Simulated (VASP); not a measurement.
# Sr (Fm-3m) in VASP: notebook

Runs on Sr. Level: PBEsol. Tasks: single point.

All numbers are computed with VASP 6.6.1; they aren't measurements. Logs are shortened: lines on timing, memory, paths and dates and some standing lists are left out, and cuts for length are marked.

## 1. The cell of the first run

It takes space group Fm-3m (No. 225, cubic). The conventional cell has a = 4.538 Å, b = 4.538 Å, c = 4.538 Å, α = 90.00°, β = 90.00°, γ = 90.00°. Sr (site symmetry m-3m) has 12 Sr at 3.21 Å within 4.2 Å.

## 2. Single point, PBEsol (volume scaled by 0.45)

The input, INCAR:

```
SYSTEM = Sr
PREC = Accurate ; ENCUT = 520
EDIFF = 1E-7 ; ISMEAR = -1
SIGMA = 0.05 ; LREAL = .FALSE.
LASPH = .TRUE. ; NELM = 80
ALGO = Normal ; ISIF = 2
LWAVE = .FALSE. ; LCHARG = .FALSE.
GGA = PS ; NBANDS = 11
```

The input, KPOINTS:

```
Automatic mesh
0
G
  11 11 11
  0 0 0
```

The input, POSCAR:

```
Sr
1.0
    0.0000000000      2.2687939174      2.2687939174
    2.2687939174      0.0000000000      2.2687939174
    2.2687939174      2.2687939174      0.0000000000
Sr
1
Direct
    0.0000000000      0.0000000000      0.0000000000
```

Potentials or basis: VASP PAW PBE potentials, release 64 (Sr_sv).

Launch:

```bash
$ cat potpaw_PBE.64/Sr_sv/POTCAR > POTCAR
$ mpirun -np 1 vasp_std > vasp.out
```

OUTCAR:

```text
SYSTEM = Sr
   PREC = Accurate
   ENCUT = 520
   EDIFF = 1E-7
   ISMEAR = -1
   LREAL = .FALSE.
   LASPH = .TRUE.
   NELM = 80
   ISIF = 2
   GGA = PS

 ion  position               nearest neighbor table
   1  0.000  0.000  0.000-

  LATTYP: Found a face centered cubic cell.
 ALAT       =     4.5375878348

  Lattice vectors:

 A1 = (   0.0000000000,   2.2687939174,   2.2687939174)
 A2 = (   2.2687939174,   0.0000000000,   2.2687939174)
 A3 = (   2.2687939174,   2.2687939174,   0.0000000000)

Analysis of symmetry for initial positions (statically):
=====================================================================
 Subroutine PRICEL returns:
 Original cell was already a primitive cell.

 Routine SETGRP: Setting up the symmetry group for a
 face centered cubic supercell.

 Subroutine GETGRP returns: Found 48 space group operations
 (whereof 48 operations were pure point group operations)
 out of a pool of 48 trial point group operations.

The static configuration has the point symmetry O_h .

Analysis of symmetry for dynamics (positions and initial velocities):
=====================================================================
 Subroutine PRICEL returns:
 Original cell was already a primitive cell.

 Routine SETGRP: Setting up the symmetry group for a
 face centered cubic supercell.

 Subroutine GETGRP returns: Found 48 space group operations
 (whereof 48 operations were pure point group operations)
 out of a pool of 48 trial point group operations.

The dynamic configuration has the point symmetry O_h .

 Subroutine INISYM returns: Found 48 space group operations
 (whereof 48 operations are pure point group operations),
 and found     1 'primitive' translations

----------------------------------------------------------------------------------------

                                     Primitive cell

  volume of cell :      23.3569

  direct lattice vectors                    reciprocal lattice vectors
     0.000000000  2.268793917  2.268793917    -0.220381409  0.220381409  0.220381409
     2.268793917  0.000000000  2.268793917     0.220381409 -0.220381409  0.220381409
     2.268793917  2.268793917  0.000000000     0.220381409  0.220381409 -0.220381409

  length of vectors
     3.208559128  3.208559128  3.208559128     0.381711797  0.381711797  0.381711797

  position of ions in fractional coordinates (direct lattice)
     0.000000000  0.000000000  0.000000000

  ion indices of the primitive-cell ions
   primitive index   ion index
                 1           1

----------------------------------------------------------------------------------------

 KPOINTS: Automatic mesh

Automatic generation of k-mesh.
 Grid dimensions read from file:
 generate k-points for:   11   11   11

 Generating k-lattice:

  Cartesian coordinates                     Fractional coordinates (reciprocal lattice)
    -0.020034674  0.020034674  0.020034674     0.090909091  0.000000000  0.000000000
     0.020034674 -0.020034674  0.020034674     0.000000000  0.090909091  0.000000000
     0.020034674  0.020034674 -0.020034674     0.000000000  0.000000000  0.090909091

  Length of vectors
     0.034701072  0.034701072  0.034701072

  Shift w.r.t. Gamma in fractional coordinates (k-lattice)
     0.000000000  0.000000000  0.000000000

 Subroutine IBZKPT returns following result:
 ===========================================

 Found     56 irreducible k-points:

 Following reciprocal coordinates:
            Coordinates               Weight
  0.000000  0.000000  0.000000      1.000000
  0.090909  0.000000  0.000000      8.000000
  0.181818  0.000000  0.000000      8.000000
  0.272727  0.000000  0.000000      8.000000
  0.363636  0.000000  0.000000      8.000000
  0.454545  0.000000  0.000000      8.000000
[... 16 lines left out ...]
 -0.272727  0.181818  0.000000     24.000000
 -0.181818  0.181818  0.000000     12.000000
 [... further k-points ...]
   k-points           NKPTS =     56   k-points in BZ     NKDIM =     56   number of bands    NBANDS=     11
   number of dos      NEDOS =    301   number of ions     NIONS =      1
   total plane-waves  NPLWV =  13824
   dimension x,y,z NGX =    24 NGY =   24 NGZ =   24
   dimension x,y,z NGXF=    48 NGYF=   48 NGZF=   48
   ions per type =               1
   NGX,Y,Z   is equivalent  to a cutoff of  12.44, 12.44, 12.44 a.u.
   NGXF,Y,Z  is equivalent  to a cutoff of  24.87, 24.87, 24.87 a.u.
 SYSTEM =  Sr
   PREC   = accura    normal or accurate (medium, high low for compatibility)
   ISTART =      0    job   : 0-new  1-cont  2-samecut
   ICHARG =      2    charge: 1-file 2-atom 10-const
   ISPIN  =      1    spin polarized calculation?
   LNONCOLLINEAR =      F non collinear calculations
   LSORBIT =      F    spin-orbit coupling
   LASPH  =      T    aspherical Exc in radial PAW
   ENCUT  =  520.0 eV  38.22 Ry    6.18 a.u.   5.97  5.97  5.97*2*pi/ulx,y,z
   NELM   =     80;   NELMIN=  2; NELMDL= -5     # of ELM steps
   EDIFF  = 0.1E-06   stopping-criterion for ELM
   LREAL  =      F    real-space projection
   EDIFFG = 0.1E-05   stopping-criterion for IOM
   NSW    =      0    number of steps for IOM
   IBRION =     -1    ionic relax: 0-MD 1-quasi-New 2-CG
   NFREE  =      0    steps in history (QN), initial steepest desc. (CG)
   ISIF   =      2    stress and relaxation
   ISYM   =      2    0-nonsym 1-usesym 2-fastsym
   POTIM  = 0.5000    time-step for ionic-motion
   TEBEG  =    0.0;   TEEND  =   0.0 temperature during run
   PSTRESS=    0.0 pullay stress
   NELECT =      10.0000    total number of electrons
   NUPDOWN=      -1.0000    fix difference up-down
   EMIN   =  10.00;   EMAX   =-10.00  energy-range for DOS
   EFERMI =   0.00;   METHOD = LEGACY
   ISMEAR =    -1;   SIGMA  =   0.05  broadening in eV -4-tet -1-fermi 0-gaus
   EFERMI_NEDOS =   21; number of points for ismear=-14 and -15
   IALGO  =     38    algorithm
   IMIX   =      4    mixing-type and parameters
     AMIX     =   0.40;   BMIX     =  1.00
     AMIX_MAG =   1.60;   BMIX_MAG =  1.00
  volume/ion in A,a.u.               =      23.36       157.62
  Fermi-wavevector in a.u.,A,eV,Ry     =   1.233871  2.331678 20.714024  1.522438
  Thomas-Fermi vector in A             =   2.368584
   LORBIT       =      0    0 simple, 1 ext, 2 COOP (PROOUT), +10 PAW based schemes
   GGA     = PS    functional components
   LHFCALC =     F    Hartree Fock is set to
   AEXX    =    0.0000 exact exchange contribution
   IVDW    =     0    specifies the selected vdW correction
   LEPSILON=     F    determine dielectric tensor
   LRPA    =     F    only Hartree local field effects (RPA)
 non-spin polarized calculation
  energy-cutoff  :      520.00
  volume of cell :       23.36
 maximum number of plane-waves:       641
   NGX = 11   NGY = 11   NGZ = 11

 number of electron      10.0000000 magnetization

 Free energy of the ion-electron system (eV)
  ---------------------------------------------------
  ext. energy  EPLUGINS =         0.00000000
  ---------------------------------------------------
  free energy    TOTEN  =        -0.19574359 eV

  energy without entropy =       -0.18558755  energy(sigma->0) =       -0.19066557

 E-fermi :   5.3156     XC(G=0): -10.6799

 val. band max:        5.2178196853   @ k =  -0.4545   0.3636   0.0000
 cond. band min:       5.3197588614   @ k =  -0.2727   0.3636   0.0909
 fundamental gap:      0.1019391761
 Fermi energy:         5.3156208943

 k-point     1 :       0.0000    0.0000    0.0000
  band No.  band energies     occupation
      1     -30.2673      2.00000
      2     -10.9997      2.00000
      3     -10.9997      2.00000
      4     -10.9997      2.00000
      5       1.5564      2.00000
      6       8.6133      0.00000
      7       8.6133      0.00000
      8       8.6133      0.00000
      9      12.1663      0.00000
     10      12.1663      0.00000
     11      15.6824      0.00000

 k-point     2 :       0.0909    0.0000    0.0000
  band No.  band energies     occupation
      1     -30.2316      2.00000
      2     -11.2444      2.00000
      3     -11.0250      2.00000
      4     -11.0250      2.00000
      5       1.9179      2.00000
      6       8.2226      0.00000
      7       8.7725      0.00000
      8       8.7725      0.00000
      9      11.9015      0.00000
     10      11.9015      0.00000
     11      16.4715      0.00000

 k-point     3 :       0.1818    0.0000    0.0000
  band No.  band energies     occupation
      1     -30.1339      2.00000
      2     -11.8557      2.00000
      3     -11.0919      2.00000
      4     -11.0919      2.00000
      5       2.7963      2.00000
      6       7.5681      0.00000
      7       9.0362      0.00000
      8       9.0362      0.00000
      9      11.6083      0.00000
     10      11.6083      0.00000
     11      16.9572      0.00000

 k-point     4 :       0.2727    0.0000    0.0000
  band No.  band energies     occupation
      1     -30.0021      2.00000
      2     -12.5809      2.00000
      3     -11.1771      2.00000
      4     -11.1771      2.00000
      5       3.6094      2.00000
      6       7.4492      0.00000
      7       8.8947      0.00000
      8       8.8947      0.00000
      9      12.1550      0.00000
     10      12.1550      0.00000
     11      15.9494      0.00000

 k-point     5 :       0.3636    0.0000    0.0000
  band No.  band energies     occupation
      1     -29.8767      2.00000
      2     -13.1928      2.00000
      3     -11.2533      2.00000
      4     -11.2533      2.00000
      5       3.8459      2.00000
      6       8.1804      0.00000
      7       8.5036      0.00000
      8       8.5036      0.00000
      9      13.4343      0.00000
     10      13.4343      0.00000
     11      15.4047      0.00000

 k-point     6 :       0.4545    0.0000    0.0000
  band No.  band energies     occupation
      1     -29.8001      2.00000
      2     -13.5375      2.00000
      3     -11.2976      2.00000
      4     -11.2976      2.00000
      5       3.7988      2.00000
      6       8.2446      0.00000
      7       8.2446      0.00000
      8       8.9663      0.00000
      9      14.6610      0.00000
     10      14.6610      0.00000
     11      15.4861      0.00000

 k-point     7 :       0.0909    0.0909    0.0000
  band No.  band energies     occupation
      1     -30.2197      2.00000
      2     -11.2406      2.00000
      3     -11.0756      2.00000
      4     -11.0756      2.00000
      5       2.0387      2.00000
      6       7.9805      0.00000
      7       8.9068      0.00000
      8       8.9068      0.00000
      9      11.2646      0.00000
     10      12.3343      0.00000
     11      16.7589      0.00000

 k-point     8 :       0.1818    0.0909    0.0000
  band No.  band energies     occupation
      1     -30.1427      2.00000
      2     -11.6955      2.00000
      3     -11.1629      2.00000
      4     -11.1250      2.00000
      5       2.7567      2.00000
      6       7.3725      0.00000
      7       9.1323      0.00000
      8       9.2416      0.00000
      9      10.6414      0.00000
     10      12.3790      0.00000
     11      17.9237      0.00000
[... 141 lines left out ...]
 k-point    19 :       0.3636    0.1818    0.0000
  band No.  band energies     occupation
      1     -29.8729      2.00000
      2     -12.7991      2.00000
      3     -11.5374      2.00000
      4     -11.4676      2.00000
      5       4.4865      2.00000
      6       6.2940      0.00000
      7       7.8677      0.00000
      8      10.0080      0.00000
      9      12.3744      0.00000
     10      14.1838      0.00000
     11      18.4255      0.00000

 k-point    20 :       0.4545    0.1818    0.0000
  band No.  band energies     occupation
      1     -29.7758      2.00000
      2     -13.1850      2.00000
      3     -11.7172      2.00000
      4     -11.4926      2.00000
      5       4.6695      2.00000
      6       6.5057      0.00000
      7       8.0053      0.00000
      8       9.6133      0.00000
      9      14.0607      0.00000
     10      15.0494      0.00000
     11      18.0357      0.00000

 k-point    21 :      -0.4545    0.1818    0.0000
  band No.  band energies     occupation
      1     -29.7321      2.00000
      2     -13.3385      2.00000
      3     -11.8644      2.00000
      4     -11.4552      2.00000
      5       4.8184      1.99990
      6       6.4479      0.00000
      7       8.5819      0.00000
      8       9.3093      0.00000
      9      14.5694      0.00000
     10      15.1996      0.00000
     11      18.2166      0.00000

 k-point    22 :      -0.3636    0.1818    0.0000
  band No.  band energies     occupation
      1     -29.7574      2.00000
      2     -13.2296      2.00000
      3     -11.9227      2.00000
      4     -11.3661      2.00000
      5       5.0249      1.99404
      6       6.6334      0.00000
      7       8.2069      0.00000
      8       9.2401      0.00000
      9      13.0237      0.00000
     10      15.9859      0.00000
     11      18.0682      0.00000

 k-point    23 :      -0.2727    0.1818    0.0000
  band No.  band energies     occupation
      1     -29.8427      2.00000
      2     -12.9095      2.00000
      3     -11.8488      2.00000
      4     -11.2511      2.00000
      5       5.0556      1.98903
      6       7.0897      0.00000
      7       7.3202      0.00000
      8       9.4563      0.00000
      9      11.4102      0.00000
     10      15.6774      0.00000
     11      18.4375      0.00000

 k-point    24 :      -0.1818    0.1818    0.0000
  band No.  band energies     occupation
      1     -29.9581      2.00000
      2     -12.5051      2.00000
      3     -11.6202      2.00000
      4     -11.1458      2.00000
      5       4.3722      2.00000
      6       6.8493      0.00000
      7       8.0984      0.00000
      8       9.9258      0.00000
      9      10.1676      0.00000
     10      14.0850      0.00000
     11      18.5941      0.00000

 [... further k-points ...]
[... 5 lines left out ...]
  --------------------------------------------------------------------------------------
  -------------------------------------------------------------------------------------
  Total        4.3712482      4.3712482      4.3712482      0.0000000      0.0000000      0.0000000
  in kB      299.8478277    299.8478277    299.8478277      0.0000000      0.0000000      0.0000000
  external PRESSURE =     299.8478277 kB  Pullay stress =       0.0000000 kB

 VOLUME and BASIS-vectors are now :
 -----------------------------------------------------------------------------
  energy-cutoff  :      520.00
  volume of cell :       23.36
      direct lattice vectors                 reciprocal lattice vectors
     0.000000000  2.268793917  2.268793917    -0.220381409  0.220381409  0.220381409
     2.268793917  0.000000000  2.268793917     0.220381409 -0.220381409  0.220381409
     2.268793917  2.268793917  0.000000000     0.220381409  0.220381409 -0.220381409

 POSITION                                       TOTAL-FORCE (eV/Angst)
 -----------------------------------------------------------------------------------
      0.00000      0.00000      0.00000        -0.000000      0.000000      0.000000
 -----------------------------------------------------------------------------------
    total drift:                                0.000000      0.000000     -0.000000

  FREE ENERGIE OF THE ION-ELECTRON SYSTEM (eV)
  ---------------------------------------------------
  free  energy   TOTEN  =        -0.1957435892 eV

  energy  without entropy=       -0.1855875498  energy(sigma->0) =       -0.19066557
```

Wall time 10 s (1 thread of Intel Xeon Platinum 8259CL at 2.50GHz (Skylake/Cascade Lake), shared host); peak memory 0.14 GiB.

Results:

| Property | Result |
| --- | --- |
| Free energy | -0.1957 eV |
| Pressure | 30.0 GPa |
| Band gap on the k mesh | zero (band 5 reaches 5.84 eV, above the bottom of band 6 at 4.37 eV) |

Levels at points of the mesh, in eV from the Fermi level:
```
           k point  band 2  band 3  band 4  band 5  band 6  band 7  band 8  band 9
(0.00, 0.00, 0.00)  -16.32  -16.32  -16.32   -3.76    3.30    3.30    3.30    6.85
```

Caveat: the PAW data sets were made with another functional, which shifts forces and pressure a little.

## 3. Single point, PBEsol (volume scaled by 0.52)

The input, INCAR:

```
SYSTEM = Sr
PREC = Accurate
ENCUT = 520
EDIFF = 1E-7
ISMEAR = -1
SIGMA = 0.05
LREAL = .False.
LASPH = .True.
NELM = 60
ALGO = Normal
ISIF = 2
LWAVE = .False.
LCHARG = .False.
GGA = PS
NBANDS = 11
```

The input, KPOINTS:

```
regular mesh
0
Gamma
  11 11 11
  0 0 0
```

The input, POSCAR:

```
Sr
1.0
    0.0000000000      2.3808132222      2.3808132222
    2.3808132222      0.0000000000      2.3808132222
    2.3808132222      2.3808132222      0.0000000000
Sr
1
Direct
    0.0000000000      0.0000000000      0.0000000000
```

Potentials or basis: VASP PAW PBE potentials, release 64 (Sr_sv).

Launch:

```bash
$ cat potpaw_PBE.64/Sr_sv/POTCAR > POTCAR
$ mpirun -np 1 vasp_std > vasp.out
```

Run time: 23 s. Hardware: 1 thread of Intel Xeon Platinum 8259CL at 2.50GHz (Skylake/Cascade Lake), shared host; peak memory 0.16 GiB.

Results (log left out):

* Free energy: -0.7619 eV
* Pressure: 20.6 GPa
* Band gap on the k mesh: zero (band 5 reaches 4.65 eV, above the bottom of band 6 at 3.90 eV)

Levels at points of the mesh, in eV from the Fermi level:
```
           k point  band 3  band 4  band 5  band 6  band 7  band 8
(0.00, 0.00, 0.00)  -16.74  -16.74   -4.06    3.13    3.13    3.13
```

Caveat: the PAW data sets were made with another functional, which shifts forces and pressure a little.

## 4. Single point, PBEsol (volume scaled by 0.6)

The input, INCAR:

```
PREC = Accurate
ENCUT = 520
EDIFF = 1E-6
ISMEAR = -1
SIGMA = 0.05
LREAL = F
LASPH = T
NELM = 100
ALGO = Normal
ISIF = 2
LWAVE = F
LCHARG = F
GGA = PS
NBANDS = 11
```

The input, KPOINTS:

```
regular mesh
0
Gamma
  11 11 11
```

The input, POSCAR:

```
Sr
1.0
    0.0000000000      2.4971308193      2.4971308193
    2.4971308193      0.0000000000      2.4971308193
    2.4971308193      2.4971308193      0.0000000000
Sr
1
Direct
    0.0000000000      0.0000000000      0.0000000000
```

Launch:

```bash
$ cat potpaw_PBE.64/Sr_sv/POTCAR > POTCAR
$ mpirun -np 1 vasp_std > vasp.out
```

It took 18 s on 1 thread of Intel Xeon Platinum 8259CL at 2.50GHz (Skylake/Cascade Lake), shared host; peak memory 0.16 GiB.

It converged, with:

```yaml
Free_energy: -1.2040 eV
Pressure: 13.6 GPa
Band_gap_on_the_k_mesh: zero (band 5 reaches 3.96 eV, above the bottom of band 6 at 3.46 eV)
```

Levels at points of the mesh, in eV from the Fermi level:
| k point | band 2 | band 3 | band 4 | band 5 | band 6 | band 7 | band 8 | band 9 |
| --- | --- | --- | --- | --- | --- | --- | --- | --- |
| (0.00, 0.00, 0.00) | -17.08 | -17.08 | -17.08 | -4.13 | 3.00 | 3.00 | 3.00 | 5.67 |

Caveat: the PAW data sets were made with another functional, which shifts forces and pressure a little.

## 5. Overview

```csv
cell,gap on the mesh (eV),pressure (GPa)
"a = 3.209 Å, angles 60.0°, 1 atom",none,30.0
"a = 3.367 Å, angles 60.0°, 1 atom",none,20.6
"a = 3.531 Å, angles 60.0°, 1 atom",none,13.6
```

Alike in all rows: task single point; level PBEsol; potentials or basis VASP PAW PBE potentials, release 64 (Sr_sv); no spin polarisation; k mesh 11 × 11 × 11; cutoff (eV) 520; smearing fermi-dirac 0.05 eV.

Caveats: the PAW data sets were made with another functional, which shifts forces and pressure a little.

Absolute energies hang on the potentials; compare differences alone.
